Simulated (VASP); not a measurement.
# Bi2Te3 (R3m) in VASP: further runs

Runs on Bi2Te3. Level: PBE. Tasks: single point.

Program: VASP 6.6.1. These are calculated values, not measurements. Logs are shortened: lines on timing, memory, paths and dates and some standing lists are left out, and cuts for length are marked.

## Step 1: The cell of the first run

The structure is trigonal, space group R3m (No. 160). Conventional cell: a = 4.417 Å, b = 4.417 Å, c = 29.840 Å, α = 90.00°, β = 90.00°, γ = 120.00°. Within 4.0 Å of Bi (site symmetry 3m) lie 3 Te at 3.03 Å and 3 Bi at 3.43 Å. Within 4.7 Å of Bi (site symmetry 3m) lie 9 Te at 3.27 to 4.68 Å and 9 Bi at 3.43 to 4.42 Å. Te (site symmetry 3m) has 6 Te at 3.04 to 3.45 Å within 4.0 Å. Te (site symmetry 3m) has 3 Bi at 3.03 Å and 3 Te at 3.45 Å within 4.0 Å. Te (site symmetry 3m) has 3 Te at 3.04 Å and 3 Bi at 3.27 Å within 4.0 Å.

## Step 2: Single point, PBE

INCAR

```
SYSTEM = Bi2Te3
  ALGO = Normal
  EDIFF = 1E-6
  ENCUT = 520
  GGA = PE
  ISIF = 2
  ISMEAR = 0
  LASPH = .TRUE.
  LCHARG = .FALSE.
  LREAL = .FALSE.
  LWAVE = .FALSE.
  NBANDS = 32
  NELM = 60
  PREC = Accurate
  SIGMA = 0.1
```

KPOINTS

```
k-points
0
G
  12 12 12
  0 0 0
```

POSCAR

```
Bi2Te3
1.0
    2.2085012539      1.2750787934      9.9466700000
   -2.2085012539      1.2750787934      9.9466700000
    0.0000000000     -2.5501575869      9.9466700000
Bi Te
2 3
Direct
    0.8120000000      0.8120000000      0.8120000000
    0.4020000000      0.4020000000      0.4020000000
    0.6110000000      0.6110000000      0.6110000000
    0.2000000000      0.2000000000      0.2000000000
    0.0000000000      0.0000000000      0.0000000000
```

Potentials or basis: VASP PAW PBE potentials, release 64 (Bi_d, Te).

On the command line:

```
$ cat potpaw_PBE.64/Bi_d/POTCAR potpaw_PBE.64/Te/POTCAR > POTCAR
$ mpirun -np 1 vasp_std > vasp.out
```

OUTCAR:

```text
SYSTEM = Bi2Te3
   EDIFF = 1E-6
   ENCUT = 520
   GGA = PE
   ISIF = 2
   ISMEAR = 0
   LASPH = .TRUE.
   LREAL = .FALSE.
   NELM = 60
   PREC = Accurate

 ion  position               nearest neighbor table
   1  0.812  0.812  0.812-   4 3.03   4 3.03   4 3.03   2 3.43   2 3.43   2 3.43
   2  0.402  0.402  0.402-   5 3.27   5 3.27   5 3.27   1 3.43   1 3.43   1 3.43
   3  0.611  0.611  0.611-   5 3.04   5 3.04   5 3.04   4 3.45   4 3.45   4 3.45
   4  0.200  0.200  0.200-   1 3.03   1 3.03   1 3.03   3 3.45   3 3.45   3 3.45
   5  0.000  0.000  0.000-   3 3.04   3 3.04   3 3.04   2 3.27   2 3.27   2 3.27

  LATTYP: Found a trigonal (rhomboedric) cell.
 ALAT       =    10.2683761037
 COS(alpha) =     0.9074829532

  Lattice vectors:

 A1 = (   2.2085012539,   1.2750787934,   9.9466700000)
 A2 = (  -2.2085012539,   1.2750787934,   9.9466700000)
 A3 = (   0.0000000000,  -2.5501575869,   9.9466700000)

Analysis of symmetry for initial positions (statically):
=====================================================================
 Subroutine PRICEL returns:
 Original cell was already a primitive cell.

 Routine SETGRP: Setting up the symmetry group for a
 trigonal (rhombohedral) supercell.

 Subroutine GETGRP returns: Found  6 space group operations
 (whereof  6 operations were pure point group operations)
 out of a pool of 12 trial point group operations.

The static configuration has the point symmetry C_3v.

Analysis of symmetry for dynamics (positions and initial velocities):
=====================================================================
 Subroutine PRICEL returns:
 Original cell was already a primitive cell.

 Routine SETGRP: Setting up the symmetry group for a
 trigonal (rhombohedral) supercell.

 Subroutine GETGRP returns: Found  6 space group operations
 (whereof  6 operations were pure point group operations)
 out of a pool of 12 trial point group operations.

The dynamic configuration has the point symmetry C_3v.

 Subroutine INISYM returns: Found  6 space group operations
 (whereof  6 operations are pure point group operations),
 and found     1 'primitive' translations

----------------------------------------------------------------------------------------

                                     Primitive cell

  volume of cell :     168.0597

  direct lattice vectors                    reciprocal lattice vectors
     2.208501254  1.275078793  9.946670000     0.226397879  0.130710876  0.033512053
    -2.208501254  1.275078793  9.946670000    -0.226397879  0.130710876  0.033512053
     0.000000000 -2.550157587  9.946670000     0.000000000 -0.261421753  0.033512053

  length of vectors
    10.268376104 10.268376104 10.268376104     0.263560981  0.263560981  0.263560981

  position of ions in fractional coordinates (direct lattice)
     0.812000000  0.812000000  0.812000000
     0.402000000  0.402000000  0.402000000
     0.611000000  0.611000000  0.611000000
     0.200000000  0.200000000  0.200000000
     0.000000000  0.000000000  0.000000000

  ion indices of the primitive-cell ions
   primitive index   ion index
                 1           1
                 2           2
                 3           3
                 4           4
                 5           5

----------------------------------------------------------------------------------------

 KPOINTS: k-points

Automatic generation of k-mesh.
 Grid dimensions read from file:
 generate k-points for:   12   12   12

 Generating k-lattice:

  Cartesian coordinates                     Fractional coordinates (reciprocal lattice)
     0.018866490  0.010892573  0.002792671     0.083333333 -0.000000000 -0.000000000
    -0.018866490  0.010892573  0.002792671    -0.000000000  0.083333333 -0.000000000
     0.000000000 -0.021785146  0.002792671    -0.000000000 -0.000000000  0.083333333

  Length of vectors
     0.021963415  0.021963415  0.021963415

  Shift w.r.t. Gamma in fractional coordinates (k-lattice)
     0.000000000  0.000000000  0.000000000

 Subroutine IBZKPT returns following result:
 ===========================================

 Found    189 irreducible k-points:

 Following reciprocal coordinates:
            Coordinates               Weight
  0.000000  0.000000  0.000000      1.000000
  0.083333 -0.000000  0.000000      6.000000
  0.166667  0.000000 -0.000000      6.000000
  0.250000  0.000000  0.000000      6.000000
  0.333333  0.000000  0.000000      6.000000
  0.416667 -0.000000  0.000000      6.000000
[... 16 lines left out ...]
  0.500000  0.166667  0.000000     12.000000
 -0.416667  0.166667  0.000000     12.000000
 [... further k-points ...]
   k-points           NKPTS =    189   k-points in BZ     NKDIM =    189   number of bands    NBANDS=     32
   number of dos      NEDOS =    301   number of ions     NIONS =      5
   total plane-waves  NPLWV = 512000
   dimension x,y,z NGX =    80 NGY =   80 NGZ =   80
   dimension x,y,z NGXF=   160 NGYF=  160 NGZF=  160
   ions per type =               2   3
   NGX,Y,Z   is equivalent  to a cutoff of  12.95, 12.95, 12.95 a.u.
   NGXF,Y,Z  is equivalent  to a cutoff of  25.90, 25.90, 25.90 a.u.
 SYSTEM =  Bi2Te3
   PREC   = accura    normal or accurate (medium, high low for compatibility)
   ISTART =      0    job   : 0-new  1-cont  2-samecut
   ICHARG =      2    charge: 1-file 2-atom 10-const
   ISPIN  =      1    spin polarized calculation?
   LNONCOLLINEAR =      F non collinear calculations
   LSORBIT =      F    spin-orbit coupling
   LASPH  =      T    aspherical Exc in radial PAW
   ENCUT  =  520.0 eV  38.22 Ry    6.18 a.u.  19.09 19.09 19.09*2*pi/ulx,y,z
   NELM   =     60;   NELMIN=  2; NELMDL= -5     # of ELM steps
   EDIFF  = 0.1E-05   stopping-criterion for ELM
   LREAL  =      F    real-space projection
   EDIFFG = 0.1E-04   stopping-criterion for IOM
   NSW    =      0    number of steps for IOM
   IBRION =     -1    ionic relax: 0-MD 1-quasi-New 2-CG
   NFREE  =      0    steps in history (QN), initial steepest desc. (CG)
   ISIF   =      2    stress and relaxation
   ISYM   =      2    0-nonsym 1-usesym 2-fastsym
   POTIM  = 0.5000    time-step for ionic-motion
   TEBEG  =    0.0;   TEEND  =   0.0 temperature during run
   PSTRESS=    0.0 pullay stress
   NELECT =      48.0000    total number of electrons
   NUPDOWN=      -1.0000    fix difference up-down
   EMIN   =  10.00;   EMAX   =-10.00  energy-range for DOS
   EFERMI =   0.00;   METHOD = LEGACY
   ISMEAR =     0;   SIGMA  =   0.10  broadening in eV -4-tet -1-fermi 0-gaus
   EFERMI_NEDOS =   21; number of points for ismear=-14 and -15
   IALGO  =     38    algorithm
   IMIX   =      4    mixing-type and parameters
     AMIX     =   0.40;   BMIX     =  1.00
     AMIX_MAG =   1.60;   BMIX_MAG =  1.00
  volume/ion in A,a.u.               =      33.61       226.82
  Fermi-wavevector in a.u.,A,eV,Ry     =   1.078121  2.037353 15.814652  1.162344
  Thomas-Fermi vector in A             =   2.214051
   LORBIT       =      0    0 simple, 1 ext, 2 COOP (PROOUT), +10 PAW based schemes
   GGA     = PE    functional components
   LHFCALC =     F    Hartree Fock is set to
   AEXX    =    0.0000 exact exchange contribution
   IVDW    =     0    specifies the selected vdW correction
   LEPSILON=     F    determine dielectric tensor
   LRPA    =     F    only Hartree local field effects (RPA)
 non-spin polarized calculation
 Gauss-broadening in eV      SIGMA  =   0.10
  energy-cutoff  :      520.00
  volume of cell :      168.06
 maximum number of plane-waves:      4552
 NGX is ok and might be reduce to    80
   NGX = 39   NGY = 39   NGZ = 39

 number of electron      48.0000001 magnetization

 Free energy of the ion-electron system (eV)
  ---------------------------------------------------
  ext. energy  EPLUGINS =         0.00000000
  ---------------------------------------------------
  free energy    TOTEN  =       -16.89431584 eV

  energy without entropy =      -16.88949083  energy(sigma->0) =      -16.89190334

 E-fermi :   6.4455     XC(G=0):  -9.4025

 val. band max:        6.4297843340   @ k =   0.0833   0.0833   0.0833
 cond. band min:       6.4549289819   @ k =   0.5000   0.1667   0.1667
 fundamental gap:      0.0251446479
 Fermi energy:         6.4455058307

 k-point     1 :       0.0000    0.0000    0.0000
  band No.  band energies     occupation
      1     -16.7068      2.00000
      2     -16.7068      2.00000
      3     -16.6803      2.00000
      4     -16.6803      2.00000
      5     -16.6758      2.00000
      6     -16.0919      2.00000
[... 24 lines left out ...]
     31      11.0732      0.00000
     32      11.3565      0.00000

 k-point     2 :       0.0833   -0.0000    0.0000
  band No.  band energies     occupation
      1     -16.7071      2.00000
      2     -16.7061      2.00000
      3     -16.6806      2.00000
      4     -16.6802      2.00000
      5     -16.6753      2.00000
      6     -16.0919      2.00000
[... 24 lines left out ...]
     31      10.8963      0.00000
     32      11.1755      0.00000

 k-point     3 :       0.1667    0.0000   -0.0000
  band No.  band energies     occupation
      1     -16.7078      2.00000
      2     -16.7042      2.00000
      3     -16.6813      2.00000
      4     -16.6798      2.00000
      5     -16.6738      2.00000
      6     -16.0934      2.00000
[... 24 lines left out ...]
     31      10.3788      0.00000
     32      11.3132      0.00000

 k-point     4 :       0.2500    0.0000    0.0000
  band No.  band energies     occupation
      1     -16.7090      2.00000
      2     -16.7018      2.00000
      3     -16.6823      2.00000
      4     -16.6789      2.00000
      5     -16.6717      2.00000
      6     -16.0964      2.00000
[... 654 lines left out ...]
     31      10.6005      0.00000
     32      11.3488      0.00000

 k-point    23 :       0.5000    0.1667    0.0000
  band No.  band energies     occupation
      1     -16.7104      2.00000
      2     -16.6987      2.00000
      3     -16.6829      2.00000
      4     -16.6778      2.00000
      5     -16.6677      2.00000
      6     -16.1006      2.00000
[... 24 lines left out ...]
     31      10.4954      0.00000
     32      10.9643      0.00000

 k-point    24 :      -0.4167    0.1667    0.0000
  band No.  band energies     occupation
      1     -16.7107      2.00000
      2     -16.6983      2.00000
      3     -16.6830      2.00000
      4     -16.6775      2.00000
      5     -16.6673      2.00000
      6     -16.1012      2.00000
[... 24 lines left out ...]
     31      10.4524      0.00000
     32      10.9597      0.00000

 [... further k-points ...]

------------------------ aborting loop because EDIFF is reached ----------------------------------------

  FORCE on cell =-STRESS in cart. coord.  units (eV):
  Direction    XX          YY          ZZ          XY          YZ          ZX
  --------------------------------------------------------------------------------------
  -------------------------------------------------------------------------------------
  Total        1.9427351      1.9427351      1.2260322      0.0000000     -0.0000000      0.0000000
  in kB       18.5208335     18.5208335     11.6882325      0.0000000     -0.0000000      0.0000000
  external PRESSURE =      16.2432998 kB  Pullay stress =       0.0000000 kB

 VOLUME and BASIS-vectors are now :
 -----------------------------------------------------------------------------
  energy-cutoff  :      520.00
  volume of cell :      168.06
      direct lattice vectors                 reciprocal lattice vectors
     2.208501254  1.275078793  9.946670000     0.226397879  0.130710876  0.033512053
    -2.208501254  1.275078793  9.946670000    -0.226397879  0.130710876  0.033512053
     0.000000000 -2.550157587  9.946670000     0.000000000 -0.261421753  0.033512053

 POSITION                                       TOTAL-FORCE (eV/Angst)
 -----------------------------------------------------------------------------------
      0.00000     -0.00000     24.23009         0.000000      0.000000     -0.913875
      0.00000     -0.00000     11.99568         0.000000      0.000000     -0.432994
      0.00000     -0.00000     18.23225         0.000000      0.000000     -0.725495
      0.00000     -0.00000      5.96800         0.000000     -0.000000      0.854131
      0.00000      0.00000      0.00000         0.000000     -0.000000      1.218233
 -----------------------------------------------------------------------------------
    total drift:                               -0.000000     -0.000000     -0.000218

  FREE ENERGIE OF THE ION-ELECTRON SYSTEM (eV)
  ---------------------------------------------------
  free  energy   TOTEN  =       -16.8943158379 eV

  energy  without entropy=      -16.8894908337  energy(sigma->0) =      -16.89190334
```

Wall time 39 min (1 thread of Intel Xeon 6975P-C (Granite Rapids), shared host); peak memory 1.5 GiB.

Results:

| Item | Value |
| --- | --- |
| Free energy | -16.8943 eV |
| Pressure | 1.6 GPa |
| Largest force | 1.218 eV/Å |
| Band gap on the k mesh | zero (bands 24 and 25 overlap by 0.10 eV) |

Forces on the atoms (eV/Å):
```
Bi   0.000  0.000 -0.914
Bi   0.000  0.000 -0.433
Te   0.000  0.000 -0.725
Te   0.000  0.000  0.854
Te   0.000  0.000  1.218
```

Stress tensor (GPa, compression positive):
```
1.85 0.00 0.00
0.00 1.85 0.00
0.00 0.00 1.17
```

Caveat: spin-orbit coupling is left out, which moves the levels of the heavy elements; forces of over 1 eV/Å act on the atoms, so gaps and moduli don't describe the material at rest.

## Step 3: Single point, PBE

INCAR

```
ALGO = Normal
EDIFF = 1E-6
ENCUT = 520
GGA = PE
ISIF = 2
ISMEAR = -1
LASPH = T
LCHARG = T
LELF = T
LREAL = F
LVHAR = T
LWAVE = F
NBANDS = 32
NELM = 100
PREC = Accurate
SIGMA = 0.05
```

KPOINTS

```
k-points
0
Gamma
  12 12 12
```

POSCAR is that of step 2.

Potentials or basis: VASP PAW PBE potentials, release 64 (Bi_d, Te).

On the command line:

```
$ cat potpaw_PBE.64/Bi_d/POTCAR potpaw_PBE.64/Te/POTCAR > POTCAR
$ mpirun -np 1 vasp_std > vasp.out
```

It took 1.8 h on 1 thread of Intel Xeon 8259CL, shared host; peak memory 1.5 GiB.

Results (log left out):

| Property | Result |
| --- | --- |
| Free energy | -16.8963 eV |
| Pressure | 1.6 GPa |
| Largest force | 1.216 eV/Å |
| Band gap on the k mesh | zero (bands 24 and 25 overlap by 0.10 eV) |

Forces on the atoms (eV/Å):
```
Bi   0.000  0.000 -0.913
Bi   0.000  0.000 -0.431
Te   0.000  0.000 -0.726
Te   0.000  0.000  0.854
Te   0.000  0.000  1.216
```

Stress tensor (GPa, compression positive):
```
1.86 0.00 0.00
0.00 1.86 0.00
0.00 0.00 1.16
```

Levels at points of the mesh, in eV from the Fermi level:
```
           k point  band 20  band 21  band 22  band 23  band 24  band 25  band 26  band 27  band 28  band 29
(0.00, 0.00, 0.00)    -2.12    -2.12    -0.47    -0.46    -0.46    -0.07     0.28     0.28     2.13     2.13
(0.50, 0.00, 0.00)    -3.26    -3.24    -2.19    -0.31    -0.25    -0.13     0.45     2.51     2.70     3.39
(0.50, 0.50, 0.00)    -2.96    -2.28    -1.83    -1.07    -0.49     0.35     1.12     1.75     2.47     2.59
(0.50, 0.50, 0.50)    -2.09    -1.81    -0.88    -0.70    -0.70     0.42     0.86     0.86     1.64     1.64
```

Caveat: spin-orbit coupling is left out, which moves the levels of the heavy elements; forces of over 1 eV/Å act on the atoms, so gaps and moduli don't describe the material at rest.

The gap in the log of VASP goes by the Fermi energy; the results here count the filled bands.